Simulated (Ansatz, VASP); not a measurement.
# BaTiO3: VASP beside Ansatz

File POSCAR:

```
BaTiO3
1.0
    3.9537487928      0.0000000000      0.0000000000
    0.0000000000      3.9537487928      0.0000000000
    0.0000000000      0.0000000000      3.9537487928
Ba Ti O
1 1 3
Direct
    0.5000000000      0.5000000000      0.5000000000
    0.0000000000      0.0000000000      0.0000000000
    0.5000000000      0.0000000000      0.0000000000
    0.0000000000      0.5000000000      0.0000000000
    0.0000000000      0.0000000000      0.5000000000
```

Contents of INCAR.step1:

```
ALGO = Normal
EDIFF = 1E-4
ENCUT = 520
GGA = PE
ISMEAR = 0
LASPH = T
LCHARG = F
LREAL = F
LWAVE = T
NBANDS = 28
NELM = 80
PREC = Accurate
SIGMA = 0.01
```

INCAR.step2

```
ALGO = Normal
EDIFF = 1E-6
ENCUT = 520
ISIF = 2
ISMEAR = 0
ISTART = 1
LASPH = T
LCHARG = F
LMIXTAU = T
LREAL = F
LWAVE = F
METAGGA = R2SCAN
NBANDS = 28
NELM = 80
PREC = Accurate
SIGMA = 0.01
```

File KPOINTS:

```
k-points
0
Gamma
  6 6 6
```

Input for Ansatz:

```yaml
crystal:
  lattice:
    - [3.9537487928, 0.0, 0.0]
    - [0.0, 3.9537487928, 0.0]
    - [0.0, 0.0, 3.9537487928]
  atoms:
    - { symbol: Ba, position: [0.5, 0.5, 0.5] }
    - { symbol: Ti, position: [0.0, 0.0, 0.0] }
    - { symbol: O, position: [0.5, 0.0, 0.0] }
    - { symbol: O, position: [0.0, 0.5, 0.0] }
    - { symbol: O, position: [0.0, 0.0, 0.5] }
kpoints:
  mp_grid: { grid: [6, 6, 6] }
hamiltonian:
  xc: r2scan
scf:
  occupations: { method: fixed }
  n_extra_bands: 5
output:
  forces: true
  stress: true
  eigenvalues: true
```

Alike in both runs: task single point; functional r2SCAN; k mesh 6 × 6 × 6; no spin polarisation.

```csv
,VASP,Ansatz
version,VASP 6.6.1,Ansatz 0.2.0
potentials or method,"VASP PAW PBE potentials, release 64 (Ba_sv, Ti_sv, O)","plane waves, PAW"
plane-wave cutoff (eV),520,500
occupations,"gaussian, width 0.01 eV",fixed
valence electrons in the cell,40,40
```

Ansatz gave:

```
gap on the k mesh at the Fermi level (eV) : 2.25
pressure (GPa)                            : 5.9
```

Q: Which values does VASP return?

A: gap on the k mesh at the Fermi level (eV): 2.22; pressure (GPa): 8.1.

VASP's potentials were made for PBE, not for r2SCAN.

Spin-orbit coupling is off throughout.
